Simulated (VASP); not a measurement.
Input of a VASP 6.6.1 run:

The input INCAR:

```
SYSTEM = Zn
ALGO = Normal
EDIFF = 1E-6
EDIFFG = -0.02
ENCUT = 600
IBRION = 2
ISIF = 3
ISMEAR = 0
LASPH = .TRUE.
LCHARG = .FALSE.
LREAL = .FALSE.
LWAVE = .FALSE.
NELM = 100
NSW = 80
PREC = Accurate
SIGMA = 0.05
```

KPOINTS

```
k-points
0
G
  17 17 8
  0 0 0
```

File POSCAR:

```
Zn
1.0
    2.6700000000      0.0000000000      0.0000000000
   -1.3350000000      2.3122880000      0.0000000000
    0.0000000000      0.0000000000      4.9660000000
Zn
2
Direct
    0.3333333333      0.6666666667      0.2500000000
    0.6666666667      0.3333333333      0.7500000000
```

Potentials or basis: VASP PAW LDA potentials, release 64 (Zn).

The run is started by

```console
$ cat potpaw_LDA.64/Zn/POTCAR > POTCAR
$ mpirun -np 1 vasp_std > vasp.out
```

(1) What does it give for the relaxed volume?

(2) Predict the space group after relaxing (to 0.1 Å).

(3) What does it give for the relaxed cell?

Results:

(1) 13.47 Å³/atom.

(2) P6_3/mmc (No. 194).

(3) a = 2.602 Å, b = 2.602 Å, c = 4.596 Å, α = 90.00°, β = 90.00°, γ = 120.00°.
